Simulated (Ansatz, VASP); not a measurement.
**Two plane-wave programs on KCl**

File POSCAR:

```
KCl
1.0
    0.0000000000      3.1464700000      3.1464700000
    3.1464700000      0.0000000000      3.1464700000
    3.1464700000      3.1464700000      0.0000000000
K Cl
1 1
Direct
    0.0000000000      0.0000000000      0.0000000000
    0.5000000000      0.5000000000      0.5000000000
```

The input INCAR.step1:

```
ALGO     = Normal         # electronic algorithm
EDIFF    = 1E-5           # SCF threshold, eV
ENCUT    = 520            # plane-wave cutoff, eV
GGA      = PE             # functional
ISIF     = 2              # what is computed and relaxed
ISMEAR   = -1             # smearing method
LASPH    = True           # aspherical terms in the spheres
LCHARG   = False          # write CHGCAR
LREAL    = False          # projectors in reciprocal space
LWAVE    = True           # write WAVECAR
NBANDS   = 15             # bands
NELM     = 80             # most SCF steps
PREC     = Accurate       # precision mode
SIGMA    = 0.05           # smearing width, eV
```

INCAR.step2

```
AEXX     = 0.5            # exact-exchange fraction
ALGO     = Normal         # electronic algorithm
EDIFF    = 1E-6           # SCF threshold, eV
ENCUT    = 520            # plane-wave cutoff, eV
GGA      = PE             # functional
HFSCREEN = 0.2            # screening, 1/A
ISIF     = 2              # what is computed and relaxed
ISMEAR   = -1             # smearing method
ISTART   = 1            
LASPH    = True           # aspherical terms in the spheres
LCHARG   = False          # write CHGCAR
LHFCALC  = True           # exact exchange
LREAL    = False          # projectors in reciprocal space
LWAVE    = False          # write WAVECAR
NBANDS   = 15             # bands
NELM     = 80             # most SCF steps
PREC     = Accurate       # precision mode
PRECFOCK = Normal       
SIGMA    = 0.05           # smearing width, eV
```

KPOINTS

```
k-points
0
Gamma
  4 4 4
```

The input input.yaml:

```yaml
crystal:
  lattice:
    - [0.0, 3.14647, 3.14647]
    - [3.14647, 0.0, 3.14647]
    - [3.14647, 3.14647, 0.0]
  atoms:
    - { symbol: K, position: [0.0, 0.0, 0.0] }
    - { symbol: Cl, position: [0.5, 0.5, 0.5] }
hamiltonian:
  xc: { exchange: pbe, correlation: pbe, exx: { coeff: 0.5, omega: 0.2 } }
  pseudopotentials: { kind: paw }
kpoints:
  mp_grid: { grid: [4, 4, 4] }
scf:
  occupations: { method: fermi_dirac, width: 0.05 }
output:
  forces: true
  stress: true
  eigenvalues: true
```

Alike in both runs: task single point; functional PBE-based screened hybrid; k mesh 4 × 4 × 4; occupations fermi-dirac, width 0.05 eV; no spin polarisation.

|  | VASP | Ansatz |
| --- | --- | --- |
| version | VASP 6.6.1 | Ansatz 0.2.0 |
| potentials or method | VASP PAW PBE potentials, release 64 (K_sv, Cl) | Ansatz PAW |
| plane-wave cutoff (eV) | 520 | 420 |
| valence electrons in the cell | 16 | 16 |

|  | VASP | Ansatz | Ansatz less VASP |
| --- | --- | --- | --- |
| gap on the k mesh at the Fermi level (eV) | 7.89 | 7.89 | +0.006 |
| least direct gap on the mesh (eV) | 7.89 | 7.89 | +0.006 |
| pressure (GPa) | 0.2 | 0.1 | -0.03 |

VASP's potentials were made for PBE, not for PBE-based screened hybrid.

The k mesh is coarse, so the values compare programs but aren't converged.
